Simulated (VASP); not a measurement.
# Al2Ru (I4/mmm) in VASP: further runs

Al2Ru is run at these levels: LDA; tasks: single point.

All numbers are computed with VASP 6.6.1; they aren't measurements. Logs are shortened: lines on timing, memory, paths and dates and some standing lists are left out, and cuts for length are marked.

## Step 1: The cell of the first run

The structure is tetragonal, space group I4/mmm (No. 139). Conventional cell: a = 2.916 Å, b = 2.916 Å, c = 7.858 Å, α = 90.00°, β = 90.00°, γ = 90.00°. Within 3.2 Å of Al (site symmetry 4mm) lie 5 Ru at 2.41 to 2.68 Å and 9 Al at 2.50 to 2.92 Å. Ru (site symmetry 4/mmm) has 10 Al at 2.41 to 2.68 Å and 4 Ru at 2.92 Å within 3.2 Å.

## Step 2: Single point, LDA, collinear spin, ferromagnetic start (11.14 Å³/atom)

Input file INCAR:

```
PREC     = Accurate       # precision mode
ENCUT    = 520            # plane-wave cutoff, eV
EDIFF    = 1E-6           # SCF threshold, eV
ISMEAR   = 0              # smearing method
SIGMA    = 0.15           # smearing width, eV
LREAL    = False          # projectors in reciprocal space
LASPH    = True           # aspherical terms in the spheres
NELM     = 150            # most SCF steps
ALGO     = Normal         # electronic algorithm
ISIF     = 2              # what is computed and relaxed
LWAVE    = False          # write WAVECAR
LCHARG   = False          # write CHGCAR
ISPIN    = 2              # spin polarisation
MAGMOM   = 0 0 0.938      # initial moments
LORBIT   = 11             # projections on sites
NUPDOWN  = 0.9375         # fixed moment
LMAXMIX  = 4              # l up to which the mixer works
NBANDS   = 21             # bands
```

Input file KPOINTS:

```
Automatic mesh
0
Gamma
  20 20 20
```

Input file POSCAR:

```
Al2Ru
1.0
   -1.4580974961      1.4580974961      3.9291205040
    1.4580974961     -1.4580974961      3.9291205040
    1.4580974961      1.4580974961     -3.9291205040
Al Ru
2 1
Direct
    0.6590860915      0.6590860915      0.0000000000
    0.3409139085      0.3409139085      0.0000000000
    0.0000000000      0.0000000000      0.0000000000
```

Potentials or basis: VASP PAW LDA potentials, release 64 (Al, Ru_pv).

Started as:

```
cat potpaw_LDA.64/Al/POTCAR potpaw_LDA.64/Ru_pv/POTCAR > POTCAR
mpirun -np 1 vasp_std > vasp.out
```

OUTCAR:

```text
PREC = Accurate
   ENCUT = 520
   EDIFF = 1E-6
   ISMEAR = 0
   LREAL = False
   LASPH = True
   NELM = 150
   ISIF = 2
   ISPIN = 2
   LORBIT = 11
   NUPDOWN = 0.9375

 ion  position               nearest neighbor table
   1  0.659  0.659  0.000-   3 2.41   3 2.41   3 2.41   3 2.41   2 2.50   2 2.51   2 2.51   2 2.51
                             2 2.51   3 2.68
   2  0.341  0.341  0.000-   3 2.41   3 2.41   3 2.41   3 2.41   1 2.50   1 2.51   1 2.51   1 2.51
                             1 2.51   3 2.68
   3  0.000  0.000  0.000-   1 2.41   1 2.41   1 2.41   2 2.41   1 2.41   2 2.41   2 2.41   2 2.41
                             1 2.68   2 2.68

  LATTYP: Found a body centered tetragonal cell.
 ALAT       =     2.9161949922
 C/A-ratio  =     2.6946898369

  Lattice vectors:

 A1 = (  -1.4580974961,   1.4580974961,   3.9291205040)
 A2 = (   1.4580974961,  -1.4580974961,   3.9291205040)
 A3 = (   1.4580974961,   1.4580974961,  -3.9291205040)

Analysis of symmetry for initial positions (statically):
=====================================================================
 Subroutine PRICEL returns:
 Original cell was already a primitive cell.

 Routine SETGRP: Setting up the symmetry group for a
 body centered tetragonal supercell.

 Subroutine GETGRP returns: Found 16 space group operations
 (whereof 16 operations were pure point group operations)
 out of a pool of 16 trial point group operations.

The static configuration has the point symmetry D_4h.

Analysis of symmetry for dynamics (positions and initial velocities):
=====================================================================
 Subroutine PRICEL returns:
 Original cell was already a primitive cell.

 Routine SETGRP: Setting up the symmetry group for a
 body centered tetragonal supercell.

 Subroutine GETGRP returns: Found 16 space group operations
 (whereof 16 operations were pure point group operations)
 out of a pool of 16 trial point group operations.

The dynamic configuration has the point symmetry D_4h.

Analysis of structural, dynamic, and magnetic symmetry:
=====================================================================
 Subroutine PRICEL returns:
 Original cell was already a primitive cell.

 Routine SETGRP: Setting up the symmetry group for a
 body centered tetragonal supercell.

 Subroutine GETGRP returns: Found 16 space group operations
 (whereof 16 operations were pure point group operations)
 out of a pool of 16 trial point group operations.

The overall configuration has the point symmetry D_4h.

 Subroutine INISYM returns: Found 16 space group operations
 (whereof 16 operations are pure point group operations),
 and found     1 'primitive' translations

----------------------------------------------------------------------------------------

                                     Primitive cell

  volume of cell :      33.4140

  direct lattice vectors                    reciprocal lattice vectors
    -1.458097496  1.458097496  3.929120504     0.000000000  0.342912598  0.127254942
     1.458097496 -1.458097496  3.929120504     0.342912598  0.000000000  0.127254942
     1.458097496  1.458097496 -3.929120504     0.342912598  0.342912598  0.000000000

  length of vectors
     4.437351074  4.437351074  4.437351074     0.365763407  0.365763407  0.484951646

  position of ions in fractional coordinates (direct lattice)
     0.659086092  0.659086092  0.000000000
     0.340913908  0.340913908  0.000000000
     0.000000000  0.000000000  0.000000000

  ion indices of the primitive-cell ions
   primitive index   ion index
                 1           1
                 2           2
                 3           3

----------------------------------------------------------------------------------------

 KPOINTS: Automatic mesh

Automatic generation of k-mesh.
 Grid dimensions read from file:
 generate k-points for:   20   20   20

 Generating k-lattice:

  Cartesian coordinates                     Fractional coordinates (reciprocal lattice)
     0.000000000  0.017145630  0.006362747     0.050000000 -0.000000000  0.000000000
     0.017145630  0.000000000  0.006362747    -0.000000000  0.050000000  0.000000000
     0.017145630  0.017145630  0.000000000     0.000000000  0.000000000  0.050000000

  Length of vectors
     0.018288170  0.018288170  0.024247582

  Shift w.r.t. Gamma in fractional coordinates (k-lattice)
     0.000000000  0.000000000  0.000000000

 Subroutine IBZKPT returns following result:
 ===========================================

 Found    641 irreducible k-points:

 Following reciprocal coordinates:
            Coordinates               Weight
  0.000000  0.000000  0.000000      1.000000
  0.050000 -0.000000  0.000000      8.000000
  0.100000  0.000000  0.000000      8.000000
  0.150000  0.000000  0.000000      8.000000
  0.200000  0.000000  0.000000      8.000000
  0.250000  0.000000 -0.000000      8.000000
[... 16 lines left out ...]
 -0.400000  0.050000  0.000000     16.000000
 -0.350000  0.050000  0.000000     16.000000
 [... further k-points ...]
   k-points           NKPTS =    641   k-points in BZ     NKDIM =    641   number of bands    NBANDS=     21
   number of dos      NEDOS =    301   number of ions     NIONS =      3
   total plane-waves  NPLWV =  46656
   dimension x,y,z NGX =    36 NGY =   36 NGZ =   36
   dimension x,y,z NGXF=    72 NGYF=   72 NGZF=   72
   ions per type =               2   1
   NGX,Y,Z   is equivalent  to a cutoff of  13.49, 13.49, 13.49 a.u.
   NGXF,Y,Z  is equivalent  to a cutoff of  26.97, 26.97, 26.97 a.u.
 SYSTEM =  unknown system
   PREC   = accura    normal or accurate (medium, high low for compatibility)
   ISTART =      0    job   : 0-new  1-cont  2-samecut
   ICHARG =      2    charge: 1-file 2-atom 10-const
   ISPIN  =      2    spin polarized calculation?
   LNONCOLLINEAR =      F non collinear calculations
   LSORBIT =      F    spin-orbit coupling
   LASPH  =      T    aspherical Exc in radial PAW
   ENCUT  =  520.0 eV  38.22 Ry    6.18 a.u.   8.25  8.25  8.25*2*pi/ulx,y,z
   NELM   =    150;   NELMIN=  2; NELMDL= -5     # of ELM steps
   EDIFF  = 0.1E-05   stopping-criterion for ELM
   LREAL  =      F    real-space projection
   EDIFFG = 0.1E-04   stopping-criterion for IOM
   NSW    =      0    number of steps for IOM
   IBRION =     -1    ionic relax: 0-MD 1-quasi-New 2-CG
   NFREE  =      0    steps in history (QN), initial steepest desc. (CG)
   ISIF   =      2    stress and relaxation
   ISYM   =      2    0-nonsym 1-usesym 2-fastsym
   POTIM  = 0.5000    time-step for ionic-motion
   TEBEG  =    0.0;   TEEND  =   0.0 temperature during run
   PSTRESS=    0.0 pullay stress
   NELECT =      20.0000    total number of electrons
   NUPDOWN=       0.9375    fix difference up-down
   EMIN   =  10.00;   EMAX   =-10.00  energy-range for DOS
   EFERMI =   0.00;   METHOD = LEGACY
   ISMEAR =     0;   SIGMA  =   0.15  broadening in eV -4-tet -1-fermi 0-gaus
   EFERMI_NEDOS =   21; number of points for ismear=-14 and -15
   IALGO  =     38    algorithm
   IMIX   =      4    mixing-type and parameters
     AMIX     =   0.40;   BMIX     =  1.00
     AMIX_MAG =   1.60;   BMIX_MAG =  1.00
  volume/ion in A,a.u.               =      11.14        75.16
  Fermi-wavevector in a.u.,A,eV,Ry     =   1.379670  2.607199 25.898559  1.903490
  Thomas-Fermi vector in A             =   2.504618
   LORBIT       =     11    0 simple, 1 ext, 2 COOP (PROOUT), +10 PAW based schemes
   GGA     = CA    functional components
   LHFCALC =     F    Hartree Fock is set to
   AEXX    =    0.0000 exact exchange contribution
   IVDW    =     0    specifies the selected vdW correction
   LEPSILON=     F    determine dielectric tensor
   LRPA    =     F    only Hartree local field effects (RPA)
 spin polarized calculation
 Gauss-broadening in eV      SIGMA  =   0.15
  energy-cutoff  :      520.00
  volume of cell :       33.41
 maximum number of plane-waves:       931
 NGX is ok and might be reduce to    36
   NGX = 17   NGY = 17   NGZ = 17

 number of electron      20.0000001 magnetization       0.9374995

 Free energy of the ion-electron system (eV)
  ---------------------------------------------------
  ext. energy  EPLUGINS =         0.00000000
  ---------------------------------------------------
  free energy    TOTEN  =       -19.48999832 eV

  energy without entropy =      -19.47683784  energy(sigma->0) =      -19.48341808

 E-fermi :  12.3743     XC(G=0): -13.1194

 val. band max:       14.6228913534   @ k =   0.4000   0.1000   0.0000
 cond. band min:      12.3764731616   @ k =   0.2500   0.1000   0.0500
 fundamental gap:     -2.2464181919
 Fermi energy:        14.6236281495

 spin component 1

 k-point     1 :       0.0000    0.0000    0.0000
  band No.  band energies     occupation
      1     -29.0723      1.00000
      2     -28.9720      1.00000
      3     -28.9720      1.00000
      4       0.9869      1.00000
      5       6.7382      1.00000
      6       8.5062      1.00000
[... 550 lines left out ...]
      5       7.2257      1.00000
      6       8.2666      1.00000
[... 13 lines left out ...]
     20      28.0702      0.00000
     21      29.0679      0.00000

 [... further k-points ...]

 spin component 2

 k-point     1 :       0.0000    0.0000    0.0000
  band No.  band energies     occupation
      1     -28.7883      1.00000
      2     -28.6045      1.00000
      3     -28.6045      1.00000
      4       1.2426      1.00000
      5       6.9983      1.00000
      6       8.8770      1.00000
[... 550 lines left out ...]
      5       7.4678      1.00000
      6       8.5763      1.00000
[... 13 lines left out ...]
     20      28.2954      0.00000
     21      29.3369      0.00000

 [... further k-points ...]

------------------------ aborting loop because EDIFF is reached ----------------------------------------

  FORCE on cell =-STRESS in cart. coord.  units (eV):
  Direction    XX          YY          ZZ          XY          YZ          ZX
  --------------------------------------------------------------------------------------
  -------------------------------------------------------------------------------------
  Total       12.0145076     12.0145076     10.9887143      0.0000000     -0.0000000      0.0000000
  in kB      576.0870228    576.0870228    526.9009671      0.0000000     -0.0000000      0.0000000
  external PRESSURE =     559.6916709 kB  Pullay stress =       0.0000000 kB

 VOLUME and BASIS-vectors are now :
 -----------------------------------------------------------------------------
  energy-cutoff  :      520.00
  volume of cell :       33.41
      direct lattice vectors                 reciprocal lattice vectors
    -1.458097496  1.458097496  3.929120504     0.000000000  0.342912598  0.127254942
     1.458097496 -1.458097496  3.929120504     0.342912598  0.000000000  0.127254942
     1.458097496  1.458097496 -3.929120504     0.342912598  0.342912598  0.000000000

 POSITION                                       TOTAL-FORCE (eV/Angst)
 -----------------------------------------------------------------------------------
      0.00000      0.00000      5.17926        -0.000000     -0.000000      0.634714
      0.00000      0.00000      2.67898         0.000000      0.000000     -0.634714
      0.00000      0.00000      0.00000        -0.000000     -0.000000     -0.000000
 -----------------------------------------------------------------------------------
    total drift:                                0.000000     -0.000000     -0.000000

  FREE ENERGIE OF THE ION-ELECTRON SYSTEM (eV)
  ---------------------------------------------------
  free  energy   TOTEN  =       -19.4899983231 eV

  energy  without entropy=      -19.4768378390  energy(sigma->0) =      -19.48341808

 total charge

# of ion       s       p       d       tot
------------------------------------------
    1        0.435   0.529   0.000   0.965
    2        0.435   0.529   0.000   0.965
    3        0.405   6.380   6.496  13.282
--------------------------------------------------
tot          1.276   7.438   6.496  15.211

 magnetization (x)

# of ion       s       p       d       tot
------------------------------------------
    1        0.013   0.044   0.000   0.058
    2        0.013   0.044   0.000   0.058
    3        0.008   0.049   0.458   0.516
--------------------------------------------------
tot          0.035   0.138   0.458   0.631
```

It took 33 min on 1 thread of Oxide Virtual Turin-like, shared host; peak memory 0.68 GiB.

Results:

* Free energy: -19.4900 eV
* Pressure: 56.0 GPa
* Largest force: 0.635 eV/Å
* Net moment: 0.94 μB per cell
* Site moments: Al +0.06; Ru +0.52 μB
* Valence electrons inside the program's atomic spheres: Al 0.96; Ru 13.28

Forces on the atoms (eV/Å):
```
Al   0.000  0.000  0.635
Al   0.000  0.000 -0.635
Ru   0.000  0.000  0.000
```

Caveat: the cell stands under pressure; the total moment is fixed, so each spin has its own Fermi level.

## Step 3: Single point, LDA, collinear spin, ferromagnetic start (11.14 Å³/atom)

INCAR: that of step 2 with these lines changed.

```diff
@@ -13,5 +13,5 @@
 ISPIN    = 2              # spin polarisation
-MAGMOM   = 0 0 0.938      # initial moments
+MAGMOM   = 0 0 0.375      # initial moments
 LORBIT   = 11             # projections on sites
-NUPDOWN  = 0.9375         # fixed moment
+NUPDOWN  = 0.375          # fixed moment
 LMAXMIX  = 4              # l up to which the mixer works
```

Input file KPOINTS:

```
regular mesh
0
Gamma
  20 20 20
```

POSCAR is that of step 2.

Potentials or basis: VASP PAW LDA potentials, release 64 (Al, Ru_pv).

Started as:

```
cat potpaw_LDA.64/Al/POTCAR potpaw_LDA.64/Ru_pv/POTCAR > POTCAR
mpirun -np 1 vasp_std > vasp.out
```

It took 55 min on 1 thread of Oxide Virtual Turin-like, shared host; peak memory 0.68 GiB.

Results (log left out):

- Free energy: -20.0021 eV
- Pressure: 53.2 GPa
- Largest force: 0.700 eV/Å
- Net moment: 0.38 μB per cell
- Site moments: Al +0.03; Ru +0.17 μB
- Valence electrons inside the program's atomic spheres: Al 0.96; Ru 13.26

Forces in eV/Å, atoms in the order of the input:
```
Al   0.000  0.000  0.700
Al   0.000  0.000 -0.700
Ru   0.000  0.000  0.000
```

Stress tensor (GPa, compression positive):
```
53.43  0.00  0.00
 0.00 53.43  0.00
 0.00  0.00 52.68
```

Caveat: the cell stands under pressure; the total moment is fixed, so each spin has its own Fermi level.
